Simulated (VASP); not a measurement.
A run of VASP 6.6.1 is set up as follows.

The input INCAR:

```
SYSTEM = Hg
PREC     = Accurate       ! precision mode
ENCUT    = 520            ! plane-wave cutoff, eV
EDIFF    = 1E-8           ! SCF threshold, eV
ISMEAR   = -1             ! smearing method
SIGMA    = 0.05           ! smearing width, eV
LREAL    = .False.        ! projectors in reciprocal space
LASPH    = .True.         ! aspherical terms in the spheres
NELM     = 80             ! most SCF steps
ALGO     = Normal         ! electronic algorithm
ISIF     = 2              ! what is computed and relaxed
LWAVE    = .False.        ! write WAVECAR
LCHARG   = .False.        ! write CHGCAR
GGA      = PE             ! functional
LEFG     = .True.       
NBANDS   = 19             ! bands
```

File KPOINTS:

```
regular mesh
0
Gamma
  8 8 8
  0 0 0
```

Contents of POSCAR:

```
Hg
1.0
    0.0000000000      3.3303445432      3.3303445432
    3.3303445432      0.0000000000      3.3303445432
    3.3303445432      3.3303445432      0.0000000000
Hg
2
Direct
   -0.1475000000     -0.1175000000     -0.1175000000
    0.1475000000      0.1175000000      0.1175000000
```

Potentials or basis: VASP PAW PBE potentials, release 64 (Hg).

Run with:

```bash
$ cat potpaw_PBE.64/Hg/POTCAR > POTCAR
$ mpirun -np 1 vasp_std > vasp.out
```

Problem. Estimate the band gap on the k mesh.

Solution. Zero (bands 12 and 13 overlap by 2.98 eV).

Problem. Estimate the pressure.

Solution. 2.6 GPa.

Problem. What does it give for the largest force?

Solution. 0.724 eV/Å.

Stress tensor (GPa, compression positive):
```
 2.55 -1.67 -1.67
-1.67  2.55  1.67
-1.67  1.67  2.55
```

Caveat: the cell differs from its parent crystal (shortest bond scaled by 0.94); without QUAD_EFG the Cq values of the log hold for a quadrupole moment of 1 mb, not for the nuclei; spin-orbit coupling is left out, which moves the levels of the heavy elements.
